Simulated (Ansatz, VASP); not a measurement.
**BN: VASP beside Ansatz**

```
B N
1.0
     2.50612    0.00000    0.00000
    -1.25306    2.17037    0.00000
     0.00000    0.00000    6.59736
B N
2 2
Direct
  0.04423 0.08846 0.50000
  0.33333 0.66667 0.00000
  0.00000 0.00000 0.00000
  0.66667 0.33333 0.50000
```

Alike in both runs: task single point; functional PBE; dispersion D3(BJ); k mesh 12 × 12 × 4; occupations gaussian, width 0.05 eV; no spin polarisation.

|  | VASP | Ansatz |
| --- | --- | --- |
| version | VASP 6.6.1 | Ansatz 0.2.0 |
| potentials or method | VASP PAW PBE potentials, release 64 (B, N), cutoff 520 eV | scalar-relativistic, plane waves, PAW |
| valence electrons in the cell | 16 | 16 |

```tsv
	VASP	Ansatz	Ansatz less VASP
gap on the k mesh at the Fermi level (eV)	3.18	3.19	+0.006
least direct gap on the mesh (eV)	4.35	4.35	0.000
pressure (GPa)	5.6	5.6	+0.02
traceless stress, the component that is largest in VASP (GPa)	11.99	11.93	-0.063
rms of the force components (eV/Å)	2.262	2.269	+0.0071
```

Atom by atom the forces differ by 0.007 eV/Å (rms over components).
